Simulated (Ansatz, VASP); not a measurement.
**Two plane-wave programs on GaP**

POSCAR

```
GaP
1.0
    0.0000000000      2.7525368107      2.7525368107
    2.7525368107      0.0000000000      2.7525368107
    2.7525368107      2.7525368107      0.0000000000
Ga P
1 1
Direct
    0.0000000000      0.0000000000      0.0000000000
    0.2500000000      0.2500000000      0.2500000000
```

The input INCAR.step1:

```
PREC = Accurate ; ENCUT = 520
ISMEAR = 0 ; SIGMA = 0.02
LREAL = F ; LASPH = T
NELM = 60 ; NBANDS = 16
GGA = PE ; ALGO = Normal
EDIFF = 1E-4 ; LWAVE = T
LCHARG = F
```

File INCAR.step2:

```
PREC = Accurate ; ENCUT = 520
EDIFF = 1E-7 ; ISMEAR = 0
SIGMA = 0.02 ; LREAL = F
LASPH = T ; NELM = 60
ALGO = Normal ; ISIF = 2
LWAVE = F ; LCHARG = T
METAGGA = R2SCAN ; LMIXTAU = T
LELF = T ; LVHAR = T
NBANDS = 16 ; ISTART = 1
```

KPOINTS

```
regular mesh
0
Gamma
  8 8 8
```

Input for Ansatz:

```yaml
crystal:
  lattice:
    - [0.0, 2.7525368107, 2.7525368107]
    - [2.7525368107, 0.0, 2.7525368107]
    - [2.7525368107, 2.7525368107, 0.0]
  atoms:
    - { symbol: Ga, position: [0.0, 0.0, 0.0] }
    - { symbol: P, position: [0.25, 0.25, 0.25] }
basis:
  ecutwfc: 500
kpoints:
  mp_grid: { grid: [8, 8, 8] }
hamiltonian:
  xc: r2scan
scf:
  occupations: { method: gaussian, width: 0.02 }
output:
  forces: false
  stress: false
  eigenvalues: true
  eigenstates:
    kpoints:
      - [0.0, 0.0, 0.0]
      - [0.0, 0.008761597, 0.008761597]
      - [0.0, -0.008761597, -0.008761597]
      - [0.008761597, 0.0, 0.008761597]
      - [-0.008761597, 0.0, -0.008761597]
      - [0.008761597, 0.008761597, 0.0]
      - [-0.008761597, -0.008761597, 0.0]
      - [0.006195385, 0.006195385, 0.012390769]
      - [-0.006195385, -0.006195385, -0.012390769]
      - [0.006195385, 0.012390769, 0.006195385]
      - [-0.006195385, -0.012390769, -0.006195385]
      - [0.012390769, 0.006195385, 0.006195385]
      - [-0.012390769, -0.006195385, -0.006195385]
      - [0.010117021, 0.010117021, 0.010117021]
      - [-0.010117021, -0.010117021, -0.010117021]
      - [0.0, 0.421875, 0.421875]
      - [0.0, 0.430636597, 0.430636597]
      - [0.0, 0.413113403, 0.413113403]
      - [0.008761597, 0.421875, 0.430636597]
      - [-0.008761597, 0.421875, 0.413113403]
      - [0.008761597, 0.430636597, 0.421875]
      - [-0.008761597, 0.413113403, 0.421875]
      - [0.006195385, 0.428070385, 0.434265769]
      - [-0.006195385, 0.415679615, 0.409484231]
      - [0.006195385, 0.434265769, 0.428070385]
      - [-0.006195385, 0.409484231, 0.415679615]
      - [0.012390769, 0.428070385, 0.428070385]
      - [-0.012390769, 0.415679615, 0.415679615]
      - [0.010117021, 0.431992021, 0.431992021]
      - [-0.010117021, 0.411757979, 0.411757979]
    e_range: [-3.390546, 3.390546]
checkpoint:
  read: start.run
  write: ck
  compress: false
  write_wavefunctions: false
  write_every: 100000
```

Alike in both runs: task single point; functional r2SCAN; k mesh 8 × 8 × 8; occupations gaussian, width 0.02 eV; no spin polarisation.

|  | VASP | Ansatz |
| --- | --- | --- |
| version | VASP 6.6.1 | Ansatz 0.2.0 |
| potentials or method | VASP PAW PBE potentials, release 64 (Ga_d, P), cutoff 520 eV | scalar-relativistic, plane waves, PAW |
| valence electrons in the cell | 18 | 18 |

```tsv
	VASP	Ansatz	Ansatz less VASP
gap on the k mesh at the Fermi level (eV)	1.94	1.94	-0.005
least direct gap on the mesh (eV)	2.08	2.10	+0.020
```

VASP's potentials were made for PBE, not for r2SCAN.
